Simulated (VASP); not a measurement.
# In9As8 in VASP: single point with PBEsol

Aim: the single point of In9As8 with PBEsol.

Program: VASP 6.6.1. These are calculated values, not measurements. Logs are shortened: lines on timing, memory, paths and dates and some standing lists are left out, and cuts for length are marked.

## Step 1: The cell of the first run

The cell holds a slab with vacuum, 17 atoms: a = 6.087 Å, b = 7.456 Å, c = 25.890 Å, α = 90.00°, β = 90.00°, γ = 114.09°.

## Step 2: Single point, PBEsol

Contents of INCAR:

```
SYSTEM = In9As8
PREC = Accurate ; ENCUT = 520
EDIFF = 1E-6 ; ISMEAR = 0
SIGMA = 0.1 ; LREAL = Auto
LASPH = .TRUE. ; NELM = 80
ALGO = Fast ; ISIF = 2
LWAVE = .FALSE. ; LCHARG = .FALSE.
LDIPOL = .TRUE. ; IDIPOL = 3
DIPOL = 0.5 0.5 0.500 ; GGA = PS
NBANDS = 92
```

Contents of KPOINTS:

```
regular mesh
0
G
  6 5 1
  0 0 0
```

Contents of POSCAR:

```
In9As8
1.0
    6.0874659240      0.0000000000      0.0000000000
   -3.0437329620      6.8059938083      0.0000000000
    0.0000000000      0.0000000000     25.8895900933
In As
9 8
Direct
    0.8705486386      0.4678897452      0.3200235600
    0.3887445590      0.8087469359      0.3453221541
    0.0732555916      0.1829478768      0.3896314463
    0.7589430431      0.5955153741      0.4493655170
    0.4898604300     -0.0000011431      0.4999260120
    0.1635001677      0.4043669960      0.5506999356
    0.8906102874      0.8169723469      0.6102976971
    0.5809687223      0.1908526994      0.6545265863
    0.4033880749      0.5321064890      0.6800548463
    0.7914832919      0.0866930001      0.3066477605
    0.4838962319      0.4967545334      0.3656045041
    0.1696820345      0.8918444514      0.4241698879
    0.8815110802      0.2998514619      0.4695705651
    0.5815844572      0.7002362839      0.5304675728
    0.2782846323      0.1081179818      0.5757992758
   -0.0123519357      0.5035205110      0.6345200421
    0.7060906933      0.9135844561      0.6933726371
```

Potentials or basis: VASP PAW PBE potentials, release 64 (In_d, As).

Started as:

```
$ cat potpaw_PBE.64/In_d/POTCAR potpaw_PBE.64/As/POTCAR > POTCAR
$ mpirun -np 1 vasp_std > vasp.out
```

OUTCAR:

```text
SYSTEM = In9As8
   PREC = Accurate
   ENCUT = 520
   EDIFF = 1E-6
   ISMEAR = 0
   LREAL = Auto
   LASPH = .TRUE.
   NELM = 80
   ISIF = 2
   GGA = PS

 ion  position               nearest neighbor table
   1  0.871  0.468  0.320-  10 2.70  11 2.72   2 3.21   3 3.38   4 3.62
   2  0.389  0.809  0.345-  12 2.65  11 2.67  10 2.68   1 3.21
   3  0.073  0.183  0.390-  12 2.63  10 2.66  13 2.69  11 2.71   1 3.38
   4  0.759  0.596  0.449-  14 2.62  13 2.65  11 2.65  12 2.65   1 3.62
   5  0.490  1.000  0.500-  13 2.64  14 2.64  12 2.65  15 2.65
   6  0.164  0.404  0.551-  13 2.62  14 2.65  16 2.65  15 2.66   9 3.62
   7  0.891  0.817  0.610-  15 2.63  17 2.66  14 2.69  16 2.71   9 3.38
   8  0.581  0.191  0.655-  15 2.65  16 2.67  17 2.67   9 3.21
   9  0.403  0.532  0.680-  17 2.71  16 2.72   8 3.21   7 3.38   6 3.62
  10  0.791  0.087  0.307-   3 2.66   2 2.68   1 2.70
  11  0.484  0.497  0.366-   4 2.65   2 2.67   3 2.71   1 2.72
  12  0.170  0.892  0.424-   3 2.63   2 2.65   5 2.65   4 2.65
  13  0.882  0.300  0.470-   6 2.62   5 2.64   4 2.65   3 2.69
  14  0.582  0.700  0.530-   4 2.62   5 2.64   6 2.65   7 2.69
  15  0.278  0.108  0.576-   7 2.63   8 2.65   5 2.65   6 2.66
  16  0.988  0.504  0.635-   6 2.65   8 2.67   7 2.71   9 2.72
  17  0.706  0.914  0.693-   7 2.66   8 2.67   9 2.71

  LATTYP: Found a base centered orthorhombic cell.
 ALAT       =     6.0874659240
 B/A-ratio  =     2.2360679775
 C/A-ratio  =     4.2529338836

  Lattice vectors:

 A1 = (   3.0437329620,  -6.8059938083,   0.0000000000)
 A2 = (   3.0437329620,   6.8059938083,   0.0000000000)
 A3 = (   0.0000000000,   0.0000000000,  25.8895900933)

Analysis of symmetry for initial positions (statically):
=====================================================================
 Subroutine PRICEL returns:
 Original cell was already a primitive cell.

 Routine SETGRP: Setting up the symmetry group for a
 base centered orthorhombic supercell.

 Subroutine GETGRP returns: Found  1 space group operations
 (whereof  1 operations were pure point group operations)
 out of a pool of  8 trial point group operations.

The static configuration has the point symmetry C_1 .

Analysis of symmetry for dynamics (positions and initial velocities):
=====================================================================
 Subroutine PRICEL returns:
 Original cell was already a primitive cell.

 Routine SETGRP: Setting up the symmetry group for a
 base centered orthorhombic supercell.

 Subroutine GETGRP returns: Found  1 space group operations
 (whereof  1 operations were pure point group operations)
 out of a pool of  8 trial point group operations.

The dynamic configuration has the point symmetry C_1 .

 Subroutine INISYM returns: Found  1 space group operations
 (whereof  1 operations are pure point group operations),
 and found     1 'primitive' translations

----------------------------------------------------------------------------------------

                                     Primitive cell

  volume of cell :    1072.6382

  direct lattice vectors                    reciprocal lattice vectors
     6.087465924  0.000000000  0.000000000     0.164271967  0.073464657  0.000000000
    -3.043732962  6.805993808  0.000000000     0.000000000  0.146929314  0.000000000
     0.000000000  0.000000000 25.889590093     0.000000000  0.000000000  0.038625563

  length of vectors
     6.087465924  7.455592670 25.889590093     0.179950924  0.146929314  0.038625563

  position of ions in fractional coordinates (direct lattice)
     0.870548639  0.467889745  0.320023560
     0.388744559  0.808746936  0.345322154
     0.073255592  0.182947877  0.389631446
     0.758943043  0.595515374  0.449365517
     0.489860430  0.999998857  0.499926012
     0.163500168  0.404366996  0.550699936
[... 9 lines left out ...]
     0.987648064  0.503520511  0.634520042
     0.706090693  0.913584456  0.693372637

  ion indices of the primitive-cell ions
   primitive index   ion index
                 1           1
                 2           2
                 3           3
                 4           4
                 5           5
                 6           6
[... 9 lines left out ...]
                16          16
                17          17

----------------------------------------------------------------------------------------

 KPOINTS: regular mesh

Automatic generation of k-mesh.
 Grid dimensions read from file:
 generate k-points for:    6    5    1

 Generating k-lattice:

  Cartesian coordinates                     Fractional coordinates (reciprocal lattice)
     0.027378661  0.012244109  0.000000000     0.166666667  0.000000000  0.000000000
     0.000000000  0.029385863  0.000000000     0.000000000  0.200000000  0.000000000
     0.000000000  0.000000000  0.038625563     0.000000000  0.000000000  1.000000000

  Length of vectors
     0.029991821  0.029385863  0.038625563

  Shift w.r.t. Gamma in fractional coordinates (k-lattice)
     0.000000000  0.000000000  0.000000000

 -----------------------------------------------------------------------------
|                                                                             |
|           W    W    AA    RRRRR   N    N  II  N    N   GGGG   !!!           |
|           W    W   A  A   R    R  NN   N  II  NN   N  G    G  !!!           |
|           W    W  A    A  R    R  N N  N  II  N N  N  G       !!!           |
|           W WW W  AAAAAA  RRRRR   N  N N  II  N  N N  G  GGG   !            |
|           WW  WW  A    A  R   R   N   NN  II  N   NN  G    G                |
|           W    W  A    A  R    R  N    N  II  N    N   GGGG   !!!           |
|                                                                             |
|     Your reciprocal lattice and k-lattice belong to different lattice       |
|     classes:                                                                |
|                                                                             |
|        The reciprocal lattice is base centered orthorhombic,                |
|        whereas your k-lattice is simple monoclinic.                         |
|                                                                             |
|     Results are often still useful ...                                      |
|                                                                             |
 -----------------------------------------------------------------------------

 WARNING: IBZKPT: internal override: KBLOWUP is changed to .FALSE.
      ... skipping the blow-up phase ...

 Subroutine IBZKPT returns following result:
 ===========================================

 Found     16 irreducible k-points:

 Following reciprocal coordinates:
            Coordinates               Weight
  0.000000  0.000000  0.000000      1.000000
  0.166667  0.000000  0.000000      2.000000
  0.333333  0.000000  0.000000      2.000000
  0.500000  0.000000  0.000000      1.000000
  0.000000  0.200000  0.000000      2.000000
  0.166667  0.200000  0.000000      2.000000
[... 8 lines left out ...]
 -0.333333  0.400000  0.000000      2.000000
 -0.166667  0.400000  0.000000      2.000000
   k-points           NKPTS =     16   k-points in BZ     NKDIM =     16   number of bands    NBANDS=     92
   number of dos      NEDOS =    301   number of ions     NIONS =     17
   total plane-waves  NPLWV = 526848
   dimension x,y,z NGX =    48 NGY =   56 NGZ =  196
   dimension x,y,z NGXF=    96 NGYF=  112 NGZF=  392
   ions per type =               9   8
   NGX,Y,Z   is equivalent  to a cutoff of  13.11, 12.49, 12.59 a.u.
   NGXF,Y,Z  is equivalent  to a cutoff of  26.22, 24.97, 25.17 a.u.
 SYSTEM =  In9As8
   PREC   = accura    normal or accurate (medium, high low for compatibility)
   ISTART =      0    job   : 0-new  1-cont  2-samecut
   ICHARG =      2    charge: 1-file 2-atom 10-const
   ISPIN  =      1    spin polarized calculation?
   LNONCOLLINEAR =      F non collinear calculations
   LSORBIT =      F    spin-orbit coupling
   LASPH  =      T    aspherical Exc in radial PAW
   ENCUT  =  520.0 eV  38.22 Ry    6.18 a.u.  11.32 13.86 48.14*2*pi/ulx,y,z
   NELM   =     80;   NELMIN=  2; NELMDL= -5     # of ELM steps
   EDIFF  = 0.1E-05   stopping-criterion for ELM
   LREAL  =      T    real-space projection
   EDIFFG = 0.1E-04   stopping-criterion for IOM
   NSW    =      0    number of steps for IOM
   IBRION =     -1    ionic relax: 0-MD 1-quasi-New 2-CG
   NFREE  =      0    steps in history (QN), initial steepest desc. (CG)
   ISIF   =      2    stress and relaxation
   ISYM   =      2    0-nonsym 1-usesym 2-fastsym
   POTIM  = 0.5000    time-step for ionic-motion
   TEBEG  =    0.0;   TEEND  =   0.0 temperature during run
   PSTRESS=    0.0 pullay stress
   NELECT =     157.0000    total number of electrons
   NUPDOWN=      -1.0000    fix difference up-down
   EMIN   =  10.00;   EMAX   =-10.00  energy-range for DOS
   EFERMI =   0.00;   METHOD = LEGACY
   ISMEAR =     0;   SIGMA  =   0.10  broadening in eV -4-tet -1-fermi 0-gaus
   EFERMI_NEDOS =   21; number of points for ismear=-14 and -15
   IALGO  =     68    algorithm
   IMIX   =      4    mixing-type and parameters
     AMIX     =   0.40;   BMIX     =  1.00
     AMIX_MAG =   1.60;   BMIX_MAG =  1.00
  volume/ion in A,a.u.               =      63.10       425.80
  Fermi-wavevector in a.u.,A,eV,Ry     =   0.862761  1.630381 10.127576  0.744356
  Thomas-Fermi vector in A             =   1.980610
   LORBIT       =      0    0 simple, 1 ext, 2 COOP (PROOUT), +10 PAW based schemes
   GGA     = PS    functional components
   LHFCALC =     F    Hartree Fock is set to
   AEXX    =    0.0000 exact exchange contribution
   IVDW    =     0    specifies the selected vdW correction
   LEPSILON=     F    determine dielectric tensor
   LRPA    =     F    only Hartree local field effects (RPA)
 non-spin polarized calculation
 RMM-DIIS sequential band-by-band and
 Gauss-broadening in eV      SIGMA  =   0.10
  energy-cutoff  :      520.00
  volume of cell :     1072.64
 maximum number of plane-waves:     28938
 NGX is ok and might be reduce to    48
   NGX = 23   NGY = 27   NGZ = 97

 dipolmoment           0.000000      0.000000      0.000543 electrons x Angstroem

 number of electron     157.0000010 magnetization

 dipolmoment           0.000000      0.000000     -0.000818 electrons x Angstroem

 Free energy of the ion-electron system (eV)
  ---------------------------------------------------
  ext. energy  EPLUGINS =         0.00000000
  ---------------------------------------------------
  free energy    TOTEN  =       -67.00473125 eV

  energy without entropy =      -66.95893161  energy(sigma->0) =      -66.98183143

 E-fermi :  -0.7316     XC(G=0):  -4.6524

 val. band max:       -0.7327097402   @ k =   0.1667   0.4000   0.0000
 cond. band min:      -0.7193003312   @ k =   0.1667   0.0000   0.0000
 fundamental gap:      0.0134094090
 Fermi energy:        -0.7316324499

 k-point     1 :       0.0000    0.0000    0.0000
  band No.  band energies     occupation
      1     -15.1067      2.00000
      2     -15.0982      2.00000
      3     -15.0799      2.00000
      4     -15.0477      2.00000
      5     -15.0266      2.00000
      6     -15.0084      2.00000
[... 82 lines left out ...]
     89       2.5289      0.00000
     90       2.6681      0.00000

 k-point     2 :       0.1667    0.0000    0.0000
  band No.  band energies     occupation
      1     -15.1010      2.00000
      2     -15.0925      2.00000
      3     -15.0759      2.00000
      4     -15.0462      2.00000
      5     -15.0262      2.00000
      6     -15.0067      2.00000
[... 1301 lines left out ...]
      6     -15.0091      2.00000
[... 82 lines left out ...]
     89       2.1256      0.00000
     90       2.3411      0.00000
 [bands above 90 left out]

------------------------ aborting loop because EDIFF is reached ----------------------------------------

 vacuum level on the upper side and lower side of the slab       (xc-potential included)        -0.116        -0.112

  FORCE on cell =-STRESS in cart. coord.  units (eV):
  Direction    XX          YY          ZZ          XY          YZ          ZX
  --------------------------------------------------------------------------------------
  -------------------------------------------------------------------------------------
  Total       -4.1278971     -7.4439500      0.0368552     -0.0603137     -0.0319544      0.0269108
  in kB       -6.1657538    -11.1188728      0.0550498     -0.0900893     -0.0477296      0.0401961
  external PRESSURE =      -5.7431922 kB  Pullay stress =       0.0000000 kB

 VOLUME and BASIS-vectors are now :
 -----------------------------------------------------------------------------
  energy-cutoff  :      520.00
  volume of cell :     1072.64
      direct lattice vectors                 reciprocal lattice vectors
     6.087465924  0.000000000  0.000000000     0.164271967  0.073464657  0.000000000
    -3.043732962  6.805993808  0.000000000     0.000000000  0.146929314  0.000000000
     0.000000000  0.000000000 25.889590093     0.000000000  0.000000000  0.038625563

 POSITION                                       TOTAL-FORCE (eV/Angst)
 -----------------------------------------------------------------------------------
      3.87530      3.18445      8.28528         0.011636      0.007910      0.001034
     -0.09514      5.50433      8.94025         0.005323     -0.006940     -0.002415
     -0.11090      1.24514     10.08740        -0.015826      0.008902     -0.007814
      2.80745      4.05307     11.63389        -0.005851     -0.001282     -0.000684
     -0.06172      6.80599     12.94288        -0.012903      0.003869     -0.009352
     -0.23548      2.75212     14.25740        -0.003082     -0.009388      0.001189
[... 9 lines left out ...]
      4.47969      3.42696     16.42746        -0.001712      0.001825     -0.009664
      1.51760      6.21785     17.95113         0.005632      0.008768      0.007816
 -----------------------------------------------------------------------------------
    total drift:                                0.007735     -0.043457     -0.001482

  FREE ENERGIE OF THE ION-ELECTRON SYSTEM (eV)
  ---------------------------------------------------
  free  energy   TOTEN  =       -67.0047312549 eV

  energy  without entropy=      -66.9589316118  energy(sigma->0) =      -66.98183143

 vacuum level on the upper side and lower side of the slab         3.892         3.896
```

Run time: 2 h. Hardware: 1 thread of Oxide Virtual Turin-like, shared host; peak memory 1.6 GiB.

What came out:

| Quantity | Value |
| --- | --- |
| Free energy | -67.0047 eV |
| Largest force | 0.020 eV/Å |
| Band gap on the k mesh | zero (an odd number of electrons rules out a gap without spin polarisation) |

Forces on the atoms (eV/Å):
```
In   0.012  0.008  0.001
In   0.005 -0.007 -0.002
In  -0.016  0.009 -0.008
In  -0.006 -0.001 -0.001
In  -0.013  0.004 -0.009
In  -0.003 -0.009  0.001
In  -0.001 -0.006  0.012
In   0.006  0.009  0.016
In   0.004 -0.009 -0.004
As   0.005 -0.005 -0.006
As  -0.001 -0.009  0.004
As   0.002 -0.001  0.001
As  -0.002  0.000 -0.002
As   0.002  0.001 -0.001
As   0.002  0.006 -0.001
As  -0.002  0.002 -0.010
As   0.006  0.009  0.008
```

Levels at points of the mesh, in eV from the Fermi level:
| k point | band 75 | band 76 | band 77 | band 78 | band 79 | band 80 | band 81 | band 82 |
| --- | --- | --- | --- | --- | --- | --- | --- | --- |
| (0.00, 0.00, 0.00) | -0.78 | -0.63 | -0.30 | -0.21 | 0.19 | 1.46 | 1.51 | 1.76 |
| (0.50, 0.00, 0.00) | -0.87 | -0.65 | -0.53 | -0.35 | -0.17 | 1.24 | 1.46 | 1.58 |

Caveat: the PAW data sets were made with another functional, which shifts forces and pressure a little; spin-orbit coupling is left out, which moves the levels of the heavy elements.
